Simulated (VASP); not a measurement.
# RbBr: single point with RPBE

RbBr:

```
Rb Br
1.0
     0.00000    3.50797    3.50797
     3.50797    0.00000    3.50797
     3.50797    3.50797    0.00000
Rb Br
1 1
Direct
  0.00000 0.00000 0.00000
  0.50000 0.50000 0.50000
```

| Item | Value |
| --- | --- |
| Program | VASP 6.6.1 |
| Task | single point |
| Functional | RPBE |
| Potentials or basis | VASP PAW PBE potentials, release 64 (Rb_sv, Br) |
| Cutoff | 500 eV |
| k mesh | 6 × 6 × 6 |
| Occupations | gaussian, width 0.02 eV |
| Spin | no spin polarisation |
| Dipole correction | no |
| Further INCAR settings | ALGO = Normal; EDIFF = 1e-06; NBANDS = 15 |

The pressure is 1.2 GPa and the band gap on the k mesh is 4.51 eV, direct.

Levels at points of the mesh, in eV from the valence-band top:
```csv
k point,band 4,band 5,band 6,band 7,band 8,band 9,band 10,band 11,band 12,band 13
"(0.00, 0.00, 0.00)",-8.69,-8.69,0.00,0.00,0.00,4.51,7.44,7.44,7.44,8.22
"(0.50, 0.00, 0.00)",-8.70,-8.66,-0.83,-0.29,-0.29,6.93,7.72,9.43,9.43,10.13
"(0.50, 0.50, 0.00)",-8.75,-8.75,-0.43,-0.15,-0.15,5.92,7.11,9.15,9.18,9.28
```

It took 12 s on 1 thread of Intel(R) Xeon(R) 6975P-C (Granite Rapids) (shared host), peak memory 0.21 GiB.

Caveat: the PAW data sets were made with another functional, which shifts forces and pressure a little. As with any semilocal functional, this RPBE gap is likely too small.
